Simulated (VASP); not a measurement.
Here is a VASP 6.6.1 calculation.

File INCAR:

```
SYSTEM = GaSb
PREC = Accurate ; ENCUT = 520
EDIFF = 1E-6 ; ISMEAR = -1
SIGMA = 0.1 ; LREAL = .False.
LASPH = .True. ; NELM = 80
ALGO = Normal ; ISIF = 2
LWAVE = .False. ; LCHARG = .False.
GGA = CA ; NBANDS = 16
```

The input KPOINTS:

```
regular mesh
0
Gamma
  14 14 14
  0 0 0
```

Contents of POSCAR:

```
GaSb
1.0
    0.0000000000      3.0253526699      3.0253526699
    3.0253526699      0.0000000000      3.0253526699
    3.0253526699      3.0253526699      0.0000000000
Ga Sb
1 1
Direct
    0.0000000000      0.0000000000      0.0000000000
    0.7500000000      0.7500000000      0.7500000000
```

Potentials or basis: VASP PAW LDA potentials, release 64 (Ga_d, Sb).

Run with:

```console
$ cat potpaw_LDA.64/Ga_d/POTCAR potpaw_LDA.64/Sb/POTCAR > POTCAR
$ mpirun -np 1 vasp_std > vasp.out
```

Question: What does it give for the pressure?

Answer: 0.2 GPa.
